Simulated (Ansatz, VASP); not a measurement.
# Ge in VASP and in Ansatz

The input POSCAR:

```
Ge
1.0
    0.0000000000      2.8273520000      2.8273520000
    2.8273520000      0.0000000000      2.8273520000
    2.8273520000      2.8273520000      0.0000000000
Ge
2
Direct
    0.0000000000      0.0000000000      0.0000000000
    0.2500000000      0.2500000000      0.2500000000
```

File INCAR.step1:

```
PREC = Accurate
ENCUT = 600
ISMEAR = -5
SIGMA = 0.1
LREAL = F
LASPH = T
NELM = 80
GGA = PE
ALGO = Normal
EDIFF = 1E-4
LWAVE = T
LCHARG = F
```

File INCAR.step2:

```
PREC = Accurate
ENCUT = 600
EDIFF = 1E-7
ISMEAR = -5
SIGMA = 0.1
LREAL = F
LASPH = T
NELM = 80
ALGO = Normal
ISIF = 3
LWAVE = F
LCHARG = F
METAGGA = R2SCAN
LMIXTAU = T
IBRION = 2
NSW = 60
EDIFFG = -0.01
ISTART = 1
```

File KPOINTS:

```
Automatic mesh
0
Gamma
  9 9 9
```

Input for Ansatz:

```yaml
crystal:
  lattice:
    - [0.0, 2.827352, 2.827352]
    - [2.827352, 0.0, 2.827352]
    - [2.827352, 2.827352, 0.0]
  atoms:
    - { symbol: Ge, position: [0.0, 0.0, 0.0] }
    - { symbol: Ge, position: [0.25, 0.25, 0.25] }
  symmetry: { tolerance: 0.0003 }
kpoints:
  mp_grid: { grid: [9, 9, 9], shift: [0, 0, 0] }
magnetization:
  spin_polarized: false
scf:
  occupations: { method: tetrahedron }
hamiltonian:
  pseudopotentials: { kind: paw }
  xc: r2scan
basis:
  ecutwfc: 500
output:
  forces: true
  stress: true
  eigenvalues: true
relax:
  max_steps: 40
  cell: {}
```

Alike in both runs: task relaxation of cell and atoms; functional r2SCAN; k mesh 9 × 9 × 9; occupations tetrahedron; no spin polarisation.

|  | VASP | Ansatz |
| --- | --- | --- |
| version | VASP 6.6.1 | Ansatz 0.2.0 |
| potentials or method | VASP PAW PBE potentials, release 64 (Ge_d), cutoff 600 eV | PAW plane waves |
| valence electrons in the cell | 28 | 28 |

|  | VASP | Ansatz | Ansatz less VASP |
| --- | --- | --- | --- |
| gap on the k mesh at the Fermi level, each at its own relaxed structure (eV) | 0.31 | 0.36 | +0.049 |
| relaxed volume (Å³/atom) | 22.86 | 22.83 | -0.027 |
| relaxed cell length with the largest relative difference (Å) | 4.014 | 4.012 | -0.0016 |

VASP's potentials were made for PBE, not for r2SCAN. Ansatz's warnings: band table not solved further, forces under tetrahedra, tetrahedron derivatives may miss energy slope.
